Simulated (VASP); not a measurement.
# Na2B3 (P4/mmm) in VASP: single point with PBE

Aim: the single point of Na2B3 with PBE.

Program: VASP 6.6.1. These are calculated values, not measurements. Logs are shortened: lines on timing, memory, paths and dates and some standing lists are left out, and cuts for length are marked.

## 1. The cell of the first run

The structure is tetragonal, space group P4/mmm (No. 123). The conventional cell has a = 3.521 Å, b = 3.521 Å, c = 3.330 Å, α = 90.00°, β = 90.00°, γ = 90.00°. Within 1.5 Å of Na (site symmetry 4/mmm) lie 2 B at 1.15 Å. Na (site symmetry 4/mmm) has 2 B at 1.66 Å within 2.2 Å. Within 1.4 Å of B (site symmetry 4mm) lie 1 B at 1.03 Å and 1 Na at 1.15 Å. Within 2.2 Å of B (site symmetry 4/mmm) lie 2 Na at 1.66 Å.

The cell was generated, and may not be a known phase.

## 2. Single point, PBE

File INCAR:

```
  ALGO = Normal
  EDIFF = 1E-6
  ENCUT = 1130
  GGA = PE
  GGA_COMPAT = False
  ISIF = 2
  ISMEAR = 0
  LASPH = True
  LCHARG = False
  LREAL = False
  LWAVE = False
  NBANDS = 22
  NELM = 120
  PREC = Accurate
  SIGMA = 0.1
```

File KPOINTS:

```
k-points
0
Gamma
  6 6 6
```

File POSCAR:

```
Na2B3
1.0
    3.5209081000      0.0000000000      0.0000000000
    0.0000000000      3.5209081000      0.0000000000
    0.0000000000      0.0000000000      3.3295503100
Na B
2 3
Direct
    0.0000000000      0.0000000000      0.5000000000
    0.5000000000      0.5000000000      0.0000000000
    0.0000000000      0.0000000000      0.1540055500
    0.0000000000      0.0000000000      0.8459944500
    0.5000000000      0.5000000000      0.5000000000
```

Potentials or basis: VASP PAW PBE potentials, release 64 (Na_sv, B).

Command:

```sh
cat potpaw_PBE.64/Na_sv/POTCAR potpaw_PBE.64/B/POTCAR > POTCAR
mpirun -np 1 vasp_std > vasp.out
```

OUTCAR:

```text
EDIFF = 1E-6
   ENCUT = 1130
   GGA = PE
   ISIF = 2
   ISMEAR = 0
   LASPH = True
   LREAL = False
   NELM = 120
   PREC = Accurate

 ion  position               nearest neighbor table
   1  0.000  0.000  0.500-   3 1.15   4 1.15
   2  0.500  0.500  0.000-   5 1.66   5 1.66
   3  0.000  0.000  0.154-   4 1.03   1 1.15
   4  0.000  0.000  0.846-   3 1.03   1 1.15
   5  0.500  0.500  0.500-   2 1.66   2 1.66

 -----------------------------------------------------------------------------
|                                                                             |
|           W    W    AA    RRRRR   N    N  II  N    N   GGGG   !!!           |
|           W    W   A  A   R    R  NN   N  II  NN   N  G    G  !!!           |
|           W    W  A    A  R    R  N N  N  II  N N  N  G       !!!           |
|           W WW W  AAAAAA  RRRRR   N  N N  II  N  N N  G  GGG   !            |
|           WW  WW  A    A  R   R   N   NN  II  N   NN  G    G                |
|           W    W  A    A  R    R  N    N  II  N    N   GGGG   !!!           |
|                                                                             |
|     The distance between some ions is very small. Please check the          |
|     nearest-neighbor list in the OUTCAR file.                               |
|     I HOPE YOU KNOW WHAT YOU ARE DOING!                                     |
|                                                                             |
 -----------------------------------------------------------------------------

  LATTYP: Found a simple tetragonal cell.
 ALAT       =     3.5209081000
 C/A-ratio  =     0.9456510126

  Lattice vectors:

 A1 = (   3.5209081000,   0.0000000000,   0.0000000000)
 A2 = (   0.0000000000,   3.5209081000,   0.0000000000)
 A3 = (   0.0000000000,   0.0000000000,   3.3295503100)

Analysis of symmetry for initial positions (statically):
=====================================================================
 Subroutine PRICEL returns:
 Original cell was already a primitive cell.

 Routine SETGRP: Setting up the symmetry group for a
 simple tetragonal supercell.

 Subroutine GETGRP returns: Found 16 space group operations
 (whereof 16 operations were pure point group operations)
 out of a pool of 16 trial point group operations.

The static configuration has the point symmetry D_4h.

Analysis of symmetry for dynamics (positions and initial velocities):
=====================================================================
 Subroutine PRICEL returns:
 Original cell was already a primitive cell.

 Routine SETGRP: Setting up the symmetry group for a
 simple tetragonal supercell.

 Subroutine GETGRP returns: Found 16 space group operations
[... 118 lines left out ...]
   TEBEG  =    0.0;   TEEND  =   0.0 temperature during run
   PSTRESS=    0.0 pullay stress
   NELECT =      27.0000    total number of electrons
   NUPDOWN=      -1.0000    fix difference up-down
   EMIN   =  10.00;   EMAX   =-10.00  energy-range for DOS
   EFERMI =   0.00;   METHOD = LEGACY
   ISMEAR =     0;   SIGMA  =   0.10  broadening in eV -4-tet -1-fermi 0-gaus
   EFERMI_NEDOS =   21; number of points for ismear=-14 and -15
   IALGO  =     38    algorithm
   IMIX   =      4    mixing-type and parameters
     AMIX     =   0.40;   BMIX     =  1.00
     AMIX_MAG =   1.60;   BMIX_MAG =  1.00
  volume/ion in A,a.u.               =       8.26        55.71
  Fermi-wavevector in a.u.,A,eV,Ry     =   1.421121  2.685530 27.478126  2.019585
  Thomas-Fermi vector in A             =   2.541964
   LORBIT       =      0    0 simple, 1 ext, 2 COOP (PROOUT), +10 PAW based schemes
   GGA     = PE    functional components
   LHFCALC =     F    Hartree Fock is set to
   AEXX    =    0.0000 exact exchange contribution
   IVDW    =     0    specifies the selected vdW correction
   LEPSILON=     F    determine dielectric tensor
   LRPA    =     F    only Hartree local field effects (RPA)
 non-spin polarized calculation
 Gauss-broadening in eV      SIGMA  =   0.10
  energy-cutoff  :     1130.00
  volume of cell :       41.28
 maximum number of plane-waves:      3599
 NGX is ok and might be reduce to    40
   NGX = 19   NGY = 19   NGZ = 19

 number of electron      27.0000011 magnetization

 Free energy of the ion-electron system (eV)
  ---------------------------------------------------
  ext. energy  EPLUGINS =         0.00000000
  ---------------------------------------------------
  free energy    TOTEN  =        22.57201888 eV

  energy without entropy =       22.58056890  energy(sigma->0) =       22.57629389

 E-fermi :   7.3044     XC(G=0): -11.2968

 val. band max:        7.2505375492   @ k =   0.3333   0.1667   0.1667
 cond. band min:       7.3058297005   @ k =   0.0000   0.0000   0.3333
 fundamental gap:      0.0552921513
 Fermi energy:         7.3043982040

 k-point     1 :       0.0000    0.0000    0.0000
  band No.  band energies     occupation
      1     -56.3410      2.00000
      2     -46.5779      2.00000
      3     -31.3297      2.00000
      4     -26.6219      2.00000
      5     -26.6219      2.00000
      6     -19.4181      2.00000
[... 589 lines left out ...]
     21      18.0903      0.00000
     22      19.1795      0.00000

 [... further k-points ...]

------------------------ aborting loop because EDIFF is reached ----------------------------------------

  FORCE on cell =-STRESS in cart. coord.  units (eV):
  Direction    XX          YY          ZZ          XY          YZ          ZX
  --------------------------------------------------------------------------------------
  -------------------------------------------------------------------------------------
  Total        2.6096680      2.6096680    145.0205629      0.0000000      0.0000000      0.0000000
  in kB      101.2980015    101.2980015   5629.1809373      0.0000000      0.0000000      0.0000000
  external PRESSURE =    1943.9256468 kB  Pullay stress =       0.0000000 kB

 VOLUME and BASIS-vectors are now :
 -----------------------------------------------------------------------------
  energy-cutoff  :     1130.00
  volume of cell :       41.28
      direct lattice vectors                 reciprocal lattice vectors
     3.520908100  0.000000000  0.000000000     0.284017637  0.000000000  0.000000000
     0.000000000  3.520908100  0.000000000     0.000000000  0.284017637  0.000000000
     0.000000000  0.000000000  3.329550310     0.000000000  0.000000000  0.300340859

 POSITION                                       TOTAL-FORCE (eV/Angst)
 -----------------------------------------------------------------------------------
      0.00000      0.00000      1.66478         0.000000      0.000000      0.000000
      1.76045      1.76045      0.00000         0.000000      0.000000      0.000000
      0.00000      0.00000      0.51277         0.000000     -0.000000     13.888718
      0.00000      0.00000      2.81678        -0.000000     -0.000000    -13.888718
      1.76045      1.76045      1.66478         0.000000      0.000000      0.000000
 -----------------------------------------------------------------------------------
    total drift:                                0.000000     -0.000000     -0.000000

  FREE ENERGIE OF THE ION-ELECTRON SYSTEM (eV)
  ---------------------------------------------------
  free  energy   TOTEN  =        22.5720188839 eV

  energy  without entropy=       22.5805689022  energy(sigma->0) =       22.57629389
```

OSZICAR:

```text
N       E                     dE             d eps       ncg     rms          rms(c)
DAV:   1     0.448832443114E+03    0.44883E+03   -0.22954E+04  1760   0.218E+03
DAV:   2     0.426338437004E+02   -0.40620E+03   -0.38133E+03  1880   0.561E+02
DAV:   3     0.131839719801E+02   -0.29450E+02   -0.29013E+02  3160   0.133E+02
DAV:   4     0.121651177697E+02   -0.10189E+01   -0.10122E+01  2216   0.223E+01
DAV:   5     0.121368984615E+02   -0.28219E-01   -0.28215E-01  2626   0.296E+00    0.158E+01
DAV:   6     0.213269729632E+02    0.91901E+01   -0.15710E+01  2084   0.297E+01    0.692E+00
DAV:   7     0.225123487011E+02    0.11854E+01   -0.36449E+00  2188   0.113E+01    0.308E+00
DAV:   8     0.225639633014E+02    0.51615E-01   -0.38189E-01  2482   0.517E+00    0.126E+00
DAV:   9     0.225664519516E+02    0.24887E-02   -0.91372E-02  2182   0.201E+00    0.375E-01
DAV:  10     0.225720686068E+02    0.56167E-02   -0.18126E-02  2006   0.800E-01    0.812E-02
DAV:  11     0.225720129174E+02   -0.55689E-04   -0.11889E-03  2148   0.259E-01    0.383E-02
DAV:  12     0.225720163156E+02    0.33982E-05   -0.41227E-05  2404   0.419E-02    0.259E-02
DAV:  13     0.225720186282E+02    0.23126E-05   -0.19774E-05  2170   0.396E-02    0.478E-03
DAV:  14     0.225720188839E+02    0.25574E-06   -0.40039E-06  1918   0.139E-02
   1 F= 0.22572019E+02 E0= 0.22576294E+02  d E =-.855002E-02
```

Run time: 59 s. Hardware: 1 thread of AMD EPYC 9R45 (Zen 5), shared host; peak memory 0.24 GiB.

What came out:

- Free energy: 22.5720 eV
- Pressure: 194.4 GPa
- Largest force: 13.889 eV/Å
- Band gap on the k mesh: zero (an odd number of electrons rules out a gap without spin polarisation)

Forces in eV/Å, atoms in the order of the input:
```
Na    0.000   0.000   0.000
Na    0.000   0.000   0.000
B     0.000   0.000  13.889
B     0.000   0.000 -13.889
B     0.000   0.000   0.000
```

Stress tensor (GPa, compression positive):
```
 10.13   0.00   0.00
  0.00  10.13   0.00
  0.00   0.00 562.92
```

Levels at points of the mesh, in eV from the Fermi level:
```csv
k point,band 9,band 10,band 11,band 12,band 13,band 14,band 15,band 16,band 17,band 18
"(0.00, 0.00, 0.00)",-11.91,-5.81,-4.35,-4.35,0.87,1.97,1.97,2.71,3.92,4.89
"(0.50, 0.00, 0.00)",-10.47,-8.49,-3.88,-2.52,-2.27,0.26,1.43,3.61,5.32,5.88
"(0.50, 0.50, 0.00)",-9.75,-6.56,-6.56,-5.90,1.29,1.29,2.41,3.23,3.23,3.59
"(0.00, 0.00, 0.50)",-10.54,-7.48,-4.51,-4.51,-0.39,-0.39,0.11,3.25,5.67,6.56
"(0.50, 0.00, 0.50)",-9.75,-6.58,-5.67,-4.65,-4.48,0.30,2.03,4.61,4.91,5.11
"(0.50, 0.50, 0.50)",-9.38,-5.84,-5.84,-4.29,-3.22,-3.22,0.03,0.35,7.47,8.90
```

Caveat: atoms lie so close that the PAW spheres overlap strongly, which falsifies energies and pressures; the stress differs along the axes, from 10 to 563 GPa; an odd number of electrons without spin polarisation forces a metal; a magnetic or distorted state may lie lower.

The gap in the log of VASP goes by the Fermi energy; the results here count the filled bands.